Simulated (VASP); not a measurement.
Wanted: the native input for a VASP 6.6.1 run.

* Task: relaxation of cell and atoms
* Functional: PBEsol
* Potentials or basis: VASP PAW PBE potentials, release 64 (Au)
* Cutoff: 500 eV
* k mesh: 9 × 9 × 9
* Occupations: fermi-dirac, width 0.05 eV
* Spin: no spin polarisation
* Dipole correction: no
* Further INCAR settings: ALGO = Normal; EDIFF = 1e-07; IBRION = 2; EDIFFG = -0.03; NSW = 60; ISIF = 3

The structure of Au lies in POSCAR:

```
Au
1.0
    0.0000000000      2.0350000000      2.0350000000
    2.0350000000      0.0000000000      2.0350000000
    2.0350000000      2.0350000000      0.0000000000
Au
1
Direct
    0.0000000000      0.0000000000      0.0000000000
```

These files were run (other wordings do the same):

INCAR

```
ALGO     = Normal         # electronic algorithm
EDIFF    = 1E-7           # SCF threshold, eV
EDIFFG   = -0.03          # ionic threshold
ENCUT    = 500            # plane-wave cutoff, eV
GGA      = PS             # functional
GGA_COMPAT= F            
IBRION   = 2              # ionic algorithm
ISIF     = 3              # what is computed and relaxed
ISMEAR   = -1             # smearing method
LASPH    = T              # aspherical terms in the spheres
LCHARG   = F              # write CHGCAR
LREAL    = F              # projectors in reciprocal space
LWAVE    = F              # write WAVECAR
NELM     = 120            # most SCF steps
NELMIN   = 4            
NSW      = 60             # ionic steps
PREC     = Accurate       # precision mode
SIGMA    = 0.05           # smearing width, eV
```

KPOINTS

```
k-points
0
Gamma
  9 9 9
```

Potentials or basis: VASP PAW PBE potentials, release 64 (Au).

Launch:

```sh
$ cat potpaw_PBE.64/Au/POTCAR > POTCAR
$ mpirun -np 1 vasp_std > vasp.out
```

It gave:

```
Relaxed volume                        : 16.98 Å³/atom
Relaxed cell                          : a = 2.885 Å, b = 2.885 Å, c = 2.885 Å, α = 60.00°, β = 60.00°, γ = 60.00°
Space group after relaxing (to 0.1 Å) : Fm-3m (No. 225)
Energy gained by relaxing             : 0.5 meV/atom
Ionic steps                           : 3
Pressure after relaxing               : 0.0 GPa
Band gap on the k mesh                : zero (an odd number of electrons rules out a gap without spin polarisation)
```

Caveat: the PAW data sets were made with another functional, which shifts forces and pressure a little; spin-orbit coupling is left out, which moves the levels of the heavy elements.

It took 13 s on 1 thread of Intel(R) Xeon(R) Platinum 8375C CPU @ 2.90GHz (Ice Lake), with other jobs on the host, peak memory 0.14 GiB.
